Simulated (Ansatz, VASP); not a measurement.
## TiO2 in VASP and in Ansatz

```xyz
6
Lattice="3.3613 0.0000 0.0000 0.0000 3.3613 0.0000 0.0000 0.0000 5.1327" Properties=species:S:1:pos:R:3 pbc="T T T"
Ti    0.0000    0.0000    0.0000
Ti    1.6806    1.6806    2.5664
O     0.0000    1.6806    0.8557
O     0.0000    1.6806    3.4220
O     1.6806    0.0000    1.7107
O     1.6806    0.0000    4.2771
```

Alike in both runs: task single point; functional PBEsol; k mesh 8 × 8 × 6; occupations gaussian, width 0.02 eV; no spin polarisation.

```csv
,VASP,Ansatz
version,VASP 6.6.1,Ansatz 0.2.0
potentials or method,"VASP PAW PBE potentials, release 64 (Ti_sv, O), cutoff 520 eV","scalar-relativistic, plane waves, PAW"
valence electrons in the cell,48,48
```

```csv
,VASP,Ansatz,Ansatz less VASP
gap on the k mesh at the Fermi level (eV),2.43,2.45,+0.020
least direct gap on the mesh (eV),2.48,2.50,+0.020
pressure (GPa),0.9,0.0,-0.87
"traceless stress, the component that is largest in VASP (GPa)",-0.37,0.02,+0.383
rms of the force components (eV/Å),0.028,0.001,-0.0274
```

VASP's potentials were made for PBE, not for PBEsol. Atom by atom the forces differ by 0.027 eV/Å (rms over components).
